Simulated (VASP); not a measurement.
# LiCl in VASP: a series of runs, part 3 of 3

VASP 6.6.1. Earlier steps stand in the parts before.

### Step 5. Single point, PBE (strain along [111] +3.3%)

The input, INCAR:

```
PREC = Accurate
ENCUT = 520
EDIFF = 1E-7
ISMEAR = -1
SIGMA = 0.02
LREAL = False
LASPH = True
NELM = 80
ALGO = Normal
ISIF = 2
LWAVE = False
LCHARG = False
GGA = PE
NBANDS = 12
```

The input, KPOINTS:

```
regular mesh
0
Gamma
  8 8 8
```

The input, POSCAR:

```
LiCl
1.0
    0.0595803275      2.7926228713      2.7926228713
    2.7926228713      0.0595803275      2.7926228713
    2.7926228713      2.7926228713      0.0595803275
Li Cl
1 1
Direct
    0.0018820899      0.0018820899      0.0018820899
    0.2481179101      0.2481179101      0.2481179101
```

Potentials or basis: VASP PAW PBE potentials, release 64 (Li_sv, Cl).

Run with:

```
$ cat potpaw_PBE.64/Li_sv/POTCAR potpaw_PBE.64/Cl/POTCAR > POTCAR
$ mpirun -np 1 vasp_std > vasp.out
```

OUTCAR:

```text
PREC = Accurate
   ENCUT = 520
   EDIFF = 1E-7
   ISMEAR = -1
   LREAL = False
   LASPH = True
   NELM = 80
   ISIF = 2
   GGA = PE

 ion  position               nearest neighbor table
   1  0.002  0.002  0.002-   2 2.39   2 2.39   2 2.39   2 2.41
   2  0.248  0.248  0.248-   1 2.39   1 2.39   1 2.39   1 2.41

  LATTYP: Found a trigonal (rhomboedric) cell.
 ALAT       =     3.9498145296
 COS(alpha) =     0.5212162761

  Lattice vectors:

 A1 = (   0.0595803275,   2.7926228713,   2.7926228713)
 A2 = (   2.7926228713,   0.0595803275,   2.7926228713)
 A3 = (   2.7926228713,   2.7926228713,   0.0595803275)

Analysis of symmetry for initial positions (statically):
=====================================================================
 Subroutine PRICEL returns:
 Original cell was already a primitive cell.

 Routine SETGRP: Setting up the symmetry group for a
 trigonal (rhombohedral) supercell.

 Subroutine GETGRP returns: Found  6 space group operations
 (whereof  6 operations were pure point group operations)
 out of a pool of 12 trial point group operations.

The static configuration has the point symmetry C_3v.

Analysis of symmetry for dynamics (positions and initial velocities):
=====================================================================
 Subroutine PRICEL returns:
 Original cell was already a primitive cell.

 Routine SETGRP: Setting up the symmetry group for a
 trigonal (rhombohedral) supercell.

 Subroutine GETGRP returns: Found  6 space group operations
 (whereof  6 operations were pure point group operations)
 out of a pool of 12 trial point group operations.

The dynamic configuration has the point symmetry C_3v.

 Subroutine INISYM returns: Found  6 space group operations
 (whereof  6 operations are pure point group operations),
 and found     1 'primitive' translations

----------------------------------------------------------------------------------------

                                     Primitive cell
[... 119 lines left out ...]
   IVDW    =     0    specifies the selected vdW correction
   LEPSILON=     F    determine dielectric tensor
   LRPA    =     F    only Hartree local field effects (RPA)
 non-spin polarized calculation
  energy-cutoff  :      520.00
  volume of cell :       42.16
 maximum number of plane-waves:      1147
 NGX is ok and might be reduce to    30
   NGX = 15   NGY = 15   NGZ = 15

 number of electron      10.0000003 magnetization

 Free energy of the ion-electron system (eV)
  ---------------------------------------------------
  ext. energy  EPLUGINS =         0.00000000
  ---------------------------------------------------
  free energy    TOTEN  =        -7.42500058 eV

  energy without entropy =       -7.42500058  energy(sigma->0) =       -7.42500058

 E-fermi :  -0.7536     XC(G=0):  -7.6006

 val. band max:       -1.2763217593   @ k =   0.0000   0.0000   0.0000
 cond. band min:       4.6164649442   @ k =   0.0000   0.0000   0.0000
 fundamental gap:      5.8927867034
 Fermi energy:        -0.7535627116

 k-point     1 :       0.0000    0.0000    0.0000
  band No.  band energies     occupation
      1     -44.2419      2.00000
      2     -13.9849      2.00000
      3      -1.4026      2.00000
      4      -1.2763      2.00000
      5      -1.2763      2.00000
      6       4.6165      0.00000
      7       8.5851      0.00000
      8       8.9417      0.00000
      9       8.9417      0.00000
     10      13.1266      0.00000
     11      13.1266      0.00000
     12      16.1290      0.00000
[... 331 lines left out ...]
 k-point    24 :       0.3750    0.1250    0.1250
  band No.  band energies     occupation
      1     -44.2410      2.00000
      2     -13.7951      2.00000
      3      -2.6036      2.00000
      4      -1.8087      2.00000
      5      -1.4467      2.00000
      6       6.4468      0.00000
      7       8.7386      0.00000
      8       9.3463      0.00000
      9       9.4554      0.00000
     10      11.9187      0.00000
     11      13.4838      0.00000
     12      15.2862      0.00000

 [... further k-points ...]

------------------------ aborting loop because EDIFF is reached ----------------------------------------

  FORCE on cell =-STRESS in cart. coord.  units (eV):
  Direction    XX          YY          ZZ          XY          YZ          ZX
  --------------------------------------------------------------------------------------
  -------------------------------------------------------------------------------------
  Total       -0.0551049     -0.0551049     -0.0551049     -0.0783614     -0.0783614     -0.0783614
  in kB       -2.0939087     -2.0939087     -2.0939087     -2.9776205     -2.9776205     -2.9776205
  external PRESSURE =      -2.0939087 kB  Pullay stress =       0.0000000 kB

 VOLUME and BASIS-vectors are now :
 -----------------------------------------------------------------------------
  energy-cutoff  :      520.00
  volume of cell :       42.16
      direct lattice vectors                 reciprocal lattice vectors
     0.059580328  2.792622871  2.792622871    -0.184877264  0.181015320  0.181015320
     2.792622871  0.059580328  2.792622871     0.181015320 -0.184877264  0.181015320
     2.792622871  2.792622871  0.059580328     0.181015320  0.181015320 -0.184877264

 POSITION                                       TOTAL-FORCE (eV/Angst)
 -----------------------------------------------------------------------------------
      0.01062      0.01062      0.01062        -0.001782     -0.001782     -0.001782
      1.40058      1.40058      1.40058         0.001782      0.001782      0.001782
 -----------------------------------------------------------------------------------
    total drift:                               -0.000158     -0.000158     -0.000158

  FREE ENERGIE OF THE ION-ELECTRON SYSTEM (eV)
  ---------------------------------------------------
  free  energy   TOTEN  =        -7.4250005823 eV

  energy  without entropy=       -7.4250005823  energy(sigma->0) =       -7.42500058
```

OSZICAR:

```text
N       E                     dE             d eps       ncg     rms          rms(c)
DAV:   1     0.445098672549E+02    0.44510E+02   -0.38961E+03  1560   0.754E+02
DAV:   2    -0.434134001497E+01   -0.48851E+02   -0.47048E+02  1924   0.139E+02
DAV:   3    -0.743282779962E+01   -0.30915E+01   -0.30814E+01  2032   0.377E+01
DAV:   4    -0.753968084771E+01   -0.10685E+00   -0.10682E+00  2376   0.709E+00
DAV:   5    -0.754049323392E+01   -0.81239E-03   -0.81238E-03  2092   0.641E-01    0.231E+00
DAV:   6    -0.740923382770E+01    0.13126E+00   -0.29672E-01  1788   0.230E+00    0.171E+00
DAV:   7    -0.741251683909E+01   -0.32830E-02   -0.81040E-02  1936   0.134E+00    0.102E+00
DAV:   8    -0.742447356445E+01   -0.11957E-01   -0.15089E-02  1788   0.745E-01    0.201E-01
DAV:   9    -0.742454214185E+01   -0.68577E-04   -0.28443E-04  2228   0.116E-01    0.103E-01
DAV:  10    -0.742499961730E+01   -0.45748E-03   -0.70957E-04  1868   0.145E-01    0.473E-02
DAV:  11    -0.742499736446E+01    0.22528E-05   -0.16943E-05  2180   0.255E-02    0.743E-03
DAV:  12    -0.742499998399E+01   -0.26195E-05   -0.23768E-06  1920   0.983E-03    0.111E-03
DAV:  13    -0.742500055360E+01   -0.56961E-06   -0.68575E-07  2032   0.478E-03    0.582E-04
DAV:  14    -0.742500058235E+01   -0.28747E-07   -0.33854E-08  1896   0.128E-03
   1 F= -.74250006E+01 E0= -.74250006E+01  d E =-.342500E-13
```

It took 30 s on 1 thread of Intel Xeon Platinum 8259CL at 2.50GHz (Skylake/Cascade Lake), shared host; peak memory 0.17 GiB.

Results:

```yaml
Free_energy: -7.4250 eV
Largest_force: 0.003 eV/Å
Band_gap_on_the_k_mesh: 5.89 eV
```

Forces on the atoms (eV/Å):
```
Li  -0.002 -0.002 -0.002
Cl   0.002  0.002  0.002
```

Levels at points of the mesh, in eV from the valence-band top:
```csv
k point,band 2,band 3,band 4,band 5,band 6,band 7,band 8,band 9
"(0.00, 0.00, 0.00)",-12.71,-0.13,0.00,0.00,5.89,9.86,10.22,10.22
"(0.50, 0.00, 0.00)",-12.42,-1.98,-0.38,-0.31,8.24,10.12,10.29,10.56
"(0.50, 0.50, 0.00)",-12.35,-1.62,-0.90,-0.77,6.61,9.58,13.12,13.66
"(0.50, 0.50, 0.50)",-12.47,-1.98,-0.25,-0.25,8.25,10.43,10.43,10.43
```

Caveat: the cell differs from its parent crystal (strain along [111] +3.3%); the cutoff is under 1.25 times the usual one of these potentials, so pressure, stress and relaxed cells hold a basis-set (Pulay) error; the structure was generated, so it needn't be the stable form of LiCl. A k mesh can miss the band edges.

### Step 6. The runs side by side

```tsv
level	cell	smearing	gap on the mesh (eV)
PBE	a = 3.987 Å, angles 60.0°, 2 atoms, strain +3.2%	fermi-dirac 0.02 eV	5.74
r2SCAN	a = 3.987 Å, angles 60.0°, 2 atoms, strain +3.2%	gaussian 0.01 eV	6.43
PBE	a = 3.881 Å, angles 58.5°, 2 atoms, epitaxial 111 strain -1.9%	fermi-dirac 0.02 eV	6.07
PBE	a = 3.950 Å, angles 58.6°, 2 atoms, strain along [111] +3.3%	fermi-dirac 0.02 eV	5.89
```

Alike in all rows: task single point; potentials or basis VASP PAW PBE potentials, release 64 (Li_sv, Cl); no spin polarisation; k mesh 8 × 8 × 8; cutoff (eV) 520.

Caveats: the cutoff is under 1.25 times the usual one of these potentials, so pressure, stress and relaxed cells hold a basis-set (Pulay) error; the structure was generated, so it needn't be the stable form of LiCl; the PAW data sets were made with another functional, which shifts forces and pressure a little (at least some runs).

Total energies depend on the potentials used, so only differences within one code and one set of settings carry meaning.
